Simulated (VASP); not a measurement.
The system is HfRu.

```
Hf Ru
1.0
     3.23300    0.00000    0.00000
     0.00000    3.23300    0.00000
     0.00000    0.00000    3.23300
Hf Ru
1 1
Direct
  0.00000 0.00000 0.00000
  0.50000 0.50000 0.50000
```

- Program: VASP 6.6.1
- Task: relaxation of cell and atoms
- Functional: LDA
- Potentials or basis: VASP PAW LDA potentials, release 64 (Hf_pv, Ru_pv)
- Cutoff: 600 eV
- k mesh: 8 × 8 × 8
- Occupations: fermi-dirac, width 0.05 eV
- Spin: no spin polarisation

At the start: pressure -10.1 GPa; volume 16.90 Å³/atom.

Problem. How do energy, volume and symmetry change on relaxing?

Solution. Over 4 steps the energy falls by 27.0 meV/atom and the volume is 16.08 Å³/atom (-4.9 %); space group Pm-3m (No. 221, to 0.1 Å) before and after.

The path:
```tsv
step	energy change (eV)	largest force (eV/Å)	pressure (GPa)	volume (Å³)
1	0.0000	0.0000	-10.11	33.79
2	0.2288	0.0000	30.40	28.84
3	-0.0539	0.0000	-0.31	32.19
4	-0.0539	0.0000	-0.06	32.15
```

Final structure:
```
Hf Ru
1.0
     3.17980    0.00000    0.00000
     0.00000    3.17980    0.00000
     0.00000    0.00000    3.17980
Hf Ru
1 1
Direct
  0.00000 0.00000 0.00000
  0.50000 0.50000 0.50000
```
